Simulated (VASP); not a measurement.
# TaN: single point with PBEsol

TaN:

```
Ta N
1.0
     0.00000    2.23347    2.12453
     2.23347    0.00000    2.12453
     2.23347    2.23347    0.00000
Ta N
1 1
Direct
  0.50000 0.50000 0.50000
  0.00000 0.00000 0.00000
```

This cell differs from its parent crystal: strain +0.025 along x and y, -0.025 along z.

```
Program                : VASP 6.6.1
Task                   : single point
Functional             : PBEsol
Potentials or basis    : VASP PAW PBE potentials, release 64 (Ta_sv_GW, N)
Cutoff                 : 600 eV
k mesh                 : 18 × 18 × 18
Occupations            : gaussian, width 0.15 eV
Spin                   : no spin polarisation
Dipole correction      : no
Second run             : valence_matched
Further INCAR settings : ALGO = Normal; EDIFF = 1e-06; NBANDS = 16
```

The pressure is -2.0 GPa. The band gap on the k mesh is zero (band 9 reaches 15.37 eV, above the bottom of band 10 at 11.38 eV).

Stress tensor (GPa, compression positive):
```
-12.99   0.00   0.00
  0.00 -12.99   0.00
  0.00   0.00  20.13
```

Levels at points of the mesh, in eV from the Fermi level:
```csv
k point,band 7,band 8,band 9,band 10,band 11,band 12
"(0.00, 0.00, 0.00)",-3.88,-3.63,-2.31,-2.31,-1.71,-0.31
"(0.50, 0.00, 0.00)",-7.64,-7.63,1.69,2.14,2.17,3.76
"(0.50, 0.50, 0.00)",-5.57,-4.78,-4.78,2.17,3.59,3.59
"(0.50, 0.00, 0.50)",-5.46,-4.63,-4.40,1.93,3.28,3.88
```

Wall time 4.6 min on 1 thread of Intel(R) Xeon(R) Platinum 8259CL CPU @ 2.50GHz (Skylake/Cascade Lake), on a shared host, peak memory 0.35 GiB.

Caveat: the cell differs from its parent crystal (strain +0.025 along x and y, -0.025 along z); the PAW data sets were made with another functional, which shifts forces and pressure a little; spin-orbit coupling is left out, which moves the levels of the heavy elements.
